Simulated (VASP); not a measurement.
A run of VASP 6.6.1 is set up as follows.

The input INCAR:

```
  PREC = Accurate
  ENCUT = 520
  EDIFF = 1E-6
  ISMEAR = 0
  SIGMA = 0.15
  LREAL = F
  LASPH = T
  NELM = 100
  ALGO = Fast
  ISIF = 2
  LWAVE = F
  LCHARG = F
  GGA = PS
  NBANDS = 10
```

The input KPOINTS:

```
regular mesh
0
Gamma
  18 18 10
```

File POSCAR:

```
Al
1.0
    2.6901000000      0.0000000000      0.0000000000
   -1.3450500000      2.3296949387      0.0000000000
    0.0000000000      0.0000000000      5.0094000000
Al
2
Direct
    0.6666666667      0.3333333333      0.7500000000
    0.3333333333      0.6666666667      0.2500000000
```

Potentials or basis: VASP PAW PBE potentials, release 64 (Al).

The run is started by

```bash
$ cat potpaw_PBE.64/Al/POTCAR > POTCAR
$ mpirun -np 1 vasp_std > vasp.out
```

Task: Predict the pressure.

Result: 5.4 GPa.

Task: Estimate the band gap on the k mesh.

Result: Zero (band 3 reaches 11.49 eV, above the bottom of band 4 at 5.53 eV).

Stress tensor (GPa, compression positive):
```
 9.26  0.00  0.00
 0.00  9.26  0.00
 0.00  0.00 -2.35
```

Caveat: the PAW data sets were made with another functional, which shifts forces and pressure a little.
